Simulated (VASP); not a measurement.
# Sr (P1) in VASP: single point with PBE

Aim: the single point of Sr with PBE.

Program: VASP 6.6.1. These are calculated values, not measurements. Logs are shortened: lines on timing, memory, paths and dates and some standing lists are left out, and cuts for length are marked.

## Step 1: The cell of the first run

The typed cell holds 3 atoms: a = 4.324 Å, b = 4.324 Å, c = 10.877 Å, α = 101.59°, β = 101.59°, γ = 60.05°.

## Step 2: Single point, PBE

INCAR

```
SYSTEM = Sr
  PREC = Accurate
  ENCUT = 520
  EDIFF = 1E-6
  ISMEAR = 0
  SIGMA = 0.05
  LREAL = .False.
  LASPH = .True.
  NELM = 60
  ALGO = Fast
  ISIF = 2
  LWAVE = .False.
  LCHARG = .True.
  GGA = PE
  LELF = .True.
  LVHAR = .True.
  NBANDS = 22
```

KPOINTS

```
regular mesh
0
Gamma
  10 10 4
  0 0 0
```

POSCAR

```
Sr
1.0
    3.7437411953     -2.1636345507      0.0000000000
    3.7437411953      2.1636345507      0.0000000000
   -2.5249313947      0.0000000000     10.5801523658
Sr
3
Direct
    0.0000000000      0.0000000000      0.5000000000
    0.1992350869      0.2454536131      0.1666707800
    0.7776556500      0.7776556500      0.8333292200
```

Potentials or basis: VASP PAW PBE potentials, release 64 (Sr_sv).

Started as:

```
$ cat potpaw_PBE.64/Sr_sv/POTCAR > POTCAR
$ mpirun -np 1 vasp_std > vasp.out
```

OUTCAR:

```text
SYSTEM = Sr
   PREC = Accurate
   ENCUT = 520
   EDIFF = 1E-6
   ISMEAR = 0
   LREAL = .False.
   LASPH = .True.
   NELM = 60
   ISIF = 2
   GGA = PE

 ion  position               nearest neighbor table
   1  0.000  0.000  0.500-   2 4.27   3 4.32   3 4.32   3 4.33   2 4.33   2 4.37
   2  0.199  0.245  0.167-   1 4.27   3 4.27   3 4.32   1 4.33   1 4.37   3 4.37
   3  0.778  0.778  0.833-   2 4.27   2 4.32   1 4.32   1 4.32   1 4.33   2 4.37

  LATTYP: Found a base centered monoclinic cell.
 ALAT       =     7.4874823906
 B/A-ratio  =     0.5779337935
 C/A-ratio  =     1.4527266756
 COS(beta)  =    -0.2321292440

  Lattice vectors:

 A1 = (   3.7437411953,  -2.1636345507,   0.0000000000)
 A2 = (   3.7437411953,   2.1636345507,   0.0000000000)
 A3 = (  -2.5249313947,   0.0000000000,  10.5801523658)

Analysis of symmetry for initial positions (statically):
=====================================================================
 Subroutine PRICEL returns:
 Original cell was already a primitive cell.

 Routine SETGRP: Setting up the symmetry group for a
 base centered monoclinic supercell.

 Subroutine GETGRP returns: Found  1 space group operations
 (whereof  1 operations were pure point group operations)
 out of a pool of  4 trial point group operations.

The static configuration has the point symmetry C_1 .

Analysis of symmetry for dynamics (positions and initial velocities):
=====================================================================
 Subroutine PRICEL returns:
 Original cell was already a primitive cell.

 Routine SETGRP: Setting up the symmetry group for a
 base centered monoclinic supercell.

 Subroutine GETGRP returns: Found  1 space group operations
 (whereof  1 operations were pure point group operations)
 out of a pool of  4 trial point group operations.

The dynamic configuration has the point symmetry C_1 .

 Subroutine INISYM returns: Found  1 space group operations
 (whereof  1 operations are pure point group operations),
 and found     1 'primitive' translations

----------------------------------------------------------------------------------------

                                     Primitive cell

  volume of cell :     171.4003

  direct lattice vectors                    reciprocal lattice vectors
[... 86 lines left out ...]
   LASPH  =      T    aspherical Exc in radial PAW
   ENCUT  =  520.0 eV  38.22 Ry    6.18 a.u.   8.04  8.04 20.22*2*pi/ulx,y,z
   NELM   =     60;   NELMIN=  2; NELMDL= -5     # of ELM steps
   EDIFF  = 0.1E-05   stopping-criterion for ELM
   LREAL  =      F    real-space projection
   EDIFFG = 0.1E-04   stopping-criterion for IOM
   NSW    =      0    number of steps for IOM
   IBRION =     -1    ionic relax: 0-MD 1-quasi-New 2-CG
   NFREE  =      0    steps in history (QN), initial steepest desc. (CG)
   ISIF   =      2    stress and relaxation
   ISYM   =      2    0-nonsym 1-usesym 2-fastsym
   POTIM  = 0.5000    time-step for ionic-motion
   TEBEG  =    0.0;   TEEND  =   0.0 temperature during run
   PSTRESS=    0.0 pullay stress
   NELECT =      30.0000    total number of electrons
   NUPDOWN=      -1.0000    fix difference up-down
   EMIN   =  10.00;   EMAX   =-10.00  energy-range for DOS
   EFERMI =   0.00;   METHOD = LEGACY
   ISMEAR =     0;   SIGMA  =   0.05  broadening in eV -4-tet -1-fermi 0-gaus
   EFERMI_NEDOS =   21; number of points for ismear=-14 and -15
   IALGO  =     68    algorithm
   IMIX   =      4    mixing-type and parameters
     AMIX     =   0.40;   BMIX     =  1.00
     AMIX_MAG =   1.60;   BMIX_MAG =  1.00
  volume/ion in A,a.u.               =      57.13       385.56
  Fermi-wavevector in a.u.,A,eV,Ry     =   0.915752  1.730521 11.409877  0.838602
  Thomas-Fermi vector in A             =   2.040530
   LORBIT       =      0    0 simple, 1 ext, 2 COOP (PROOUT), +10 PAW based schemes
   GGA     = PE    functional components
   LHFCALC =     F    Hartree Fock is set to
   AEXX    =    0.0000 exact exchange contribution
   IVDW    =     0    specifies the selected vdW correction
   LEPSILON=     F    determine dielectric tensor
   LRPA    =     F    only Hartree local field effects (RPA)
 non-spin polarized calculation
 RMM-DIIS sequential band-by-band and
 Gauss-broadening in eV      SIGMA  =   0.05
  energy-cutoff  :      520.00
  volume of cell :      171.40
 maximum number of plane-waves:      4640
   NGX = 17   NGY = 17   NGZ = 41

 number of electron      30.0000000 magnetization

 Free energy of the ion-electron system (eV)
  ---------------------------------------------------
  ext. energy  EPLUGINS =         0.00000000
  ---------------------------------------------------
  free energy    TOTEN  =        -4.89487006 eV

  energy without entropy =       -4.88798428  energy(sigma->0) =       -4.89142717

 E-fermi :   1.4987     XC(G=0):  -7.2358

 val. band max:        1.4975115011   @ k =  -0.3000   0.4000   0.2500
 cond. band min:       1.4994218575   @ k =  -0.3000   0.3000   0.0000
 fundamental gap:      0.0019103564
 Fermi energy:         1.4987152088

 k-point     1 :       0.0000    0.0000    0.0000
  band No.  band energies     occupation
      1     -35.2364      2.00000
      2     -35.2280      2.00000
      3     -35.2271      2.00000
      4     -17.2574      2.00000
      5     -17.2551      2.00000
      6     -17.1523      2.00000
[... 589 lines left out ...]
     21       3.3825      0.00000
     22       3.5889      0.00000

 [... further k-points ...]

------------------------ aborting loop because EDIFF is reached ----------------------------------------

  FORCE on cell =-STRESS in cart. coord.  units (eV):
  Direction    XX          YY          ZZ          XY          YZ          ZX
  --------------------------------------------------------------------------------------
  -------------------------------------------------------------------------------------
  Total       -0.5081481     -0.5073979     -0.2916822      0.0776366     -0.0197611      0.0374575
  in kB       -4.7499525     -4.7429399     -2.7265211      0.7257137     -0.1847188      0.3501364
  external PRESSURE =      -4.0731378 kB  Pullay stress =       0.0000000 kB

 VOLUME and BASIS-vectors are now :
 -----------------------------------------------------------------------------
  energy-cutoff  :      520.00
  volume of cell :      171.40
      direct lattice vectors                 reciprocal lattice vectors
     3.743741195 -2.163634551  0.000000000     0.133556241 -0.231092631  0.031872920
     3.743741195  2.163634551  0.000000000     0.133556241  0.231092631  0.031872920
    -2.524931395  0.000000000 10.580152366     0.000000000  0.000000000  0.094516597

 POSITION                                       TOTAL-FORCE (eV/Angst)
 -----------------------------------------------------------------------------------
     -1.26247      0.00000      5.29008         0.001434      0.017893      0.001036
      1.24397      0.10000      1.76340        -0.003444     -0.030406      0.006386
      3.71858      0.00000      8.81675         0.002010      0.012513     -0.007422
 -----------------------------------------------------------------------------------
    total drift:                               -0.000010     -0.000000     -0.000027

  FREE ENERGIE OF THE ION-ELECTRON SYSTEM (eV)
  ---------------------------------------------------
  free  energy   TOTEN  =        -4.8948700575 eV

  energy  without entropy=       -4.8879842778  energy(sigma->0) =       -4.89142717
```

OSZICAR:

```text
N       E                     dE             d eps       ncg     rms          rms(c)
DAV:   1     0.188450585267E+03    0.18845E+03   -0.13666E+04  8992   0.114E+03
DAV:   2     0.121298704752E+02   -0.17632E+03   -0.17187E+03 10290   0.272E+02
DAV:   3    -0.378727096218E+01   -0.15917E+02   -0.15670E+02 15402   0.567E+01
DAV:   4    -0.485854964680E+01   -0.10713E+01   -0.10664E+01 12762   0.129E+01
DAV:   5    -0.488496222076E+01   -0.26413E-01   -0.26407E-01 12976   0.232E+00    0.190E+01
RMM:   6    -0.489017848550E+01   -0.52163E-02   -0.25941E-02  9865   0.155E+00    0.107E+01
RMM:   7    -0.489359062718E+01   -0.34121E-02   -0.43477E-02 10175   0.214E+00    0.511E-01
RMM:   8    -0.489435666298E+01   -0.76604E-03   -0.12756E-02 12765   0.609E-01    0.114E-01
RMM:   9    -0.489468493126E+01   -0.32827E-03   -0.28106E-03 14817   0.181E-01    0.112E-01
RMM:  10    -0.489482119778E+01   -0.13627E-03   -0.12068E-03 13872   0.100E-01    0.984E-02
RMM:  11    -0.489485270502E+01   -0.31507E-04   -0.24784E-04 15607   0.487E-02    0.111E-02
RMM:  12    -0.489486280903E+01   -0.10104E-04   -0.14248E-04 15465   0.281E-02    0.189E-02
RMM:  13    -0.489486611281E+01   -0.33038E-05   -0.31123E-05 13479   0.195E-02    0.123E-02
RMM:  14    -0.489486923369E+01   -0.31209E-05   -0.23095E-05 11959   0.134E-02    0.390E-03
RMM:  15    -0.489487005748E+01   -0.82379E-06   -0.79237E-06  9994   0.744E-03
   1 F= -.48948701E+01 E0= -.48914272E+01  d E =-.688578E-02
```

stdout:

```text
POSCAR found type information on POSCAR Sr
 POSCAR found :  1 types and       3 ions
 scaLAPACK will be used
 LDA part: xc-table for (Slater+PW92), standard interpolation
 POSCAR, INCAR and KPOINTS ok, starting setup
 FFT: planning ... GRIDC
 FFT: planning ... GRID_SOFT
 FFT: planning ... GRID
 WAVECAR not read
 entering main loop
WARNING in EDDRMM: call to ZHEGV failed, returncode =   6  3     15
WARNING in EDDRMM: call to ZHEGV failed, returncode =   6  3     13
WARNING in EDDRMM: call to ZHEGV failed, returncode =   6  3     16
WARNING in EDDRMM: call to ZHEGV failed, returncode =   8  4     16
WARNING in EDDRMM: call to ZHEGV failed, returncode =   6  3     13
WARNING in EDDRMM: call to ZHEGV failed, returncode =   8  4     17
WARNING in EDDRMM: call to ZHEGV failed, returncode =   6  3     19
WARNING in EDDRMM: call to ZHEGV failed, returncode =   8  4     17
```

It took 14 min on 1 thread of Intel Xeon 8259CL, shared host; peak memory 0.71 GiB.

Results:

- Free energy: -4.8949 eV
- Pressure: -0.4 GPa
- Largest force: 0.031 eV/Å
- Band gap on the k mesh: zero (bands 15 and 16 overlap by 0.09 eV)

Forces on the atoms (eV/Å):
```
Sr   0.001  0.018  0.001
Sr  -0.003 -0.030  0.006
Sr   0.002  0.013 -0.007
```

Levels at points of the mesh, in eV from the Fermi level:
```tsv
k point	band 13	band 14	band 15	band 16	band 17	band 18
(0.00, 0.00, 0.00)	-3.63	-2.11	-2.11	0.72	0.72	2.14
(0.50, 0.00, 0.00)	-1.17	-0.70	-0.66	0.00	0.21	0.33
(0.00, 0.50, 0.00)	-1.13	-0.73	-0.70	0.06	0.27	0.36
(0.50, 0.50, 0.00)	-0.98	-0.97	-0.60	0.06	0.13	0.27
(0.00, 0.00, 0.50)	-3.21	-3.21	-1.15	-0.02	1.69	1.71
(0.50, 0.00, 0.50)	-0.99	-0.97	-0.59	0.04	0.09	0.26
(0.00, 0.50, 0.50)	-0.98	-0.96	-0.63	0.08	0.17	0.29
(0.50, 0.50, 0.50)	-1.15	-0.71	-0.68	0.03	0.25	0.33
```
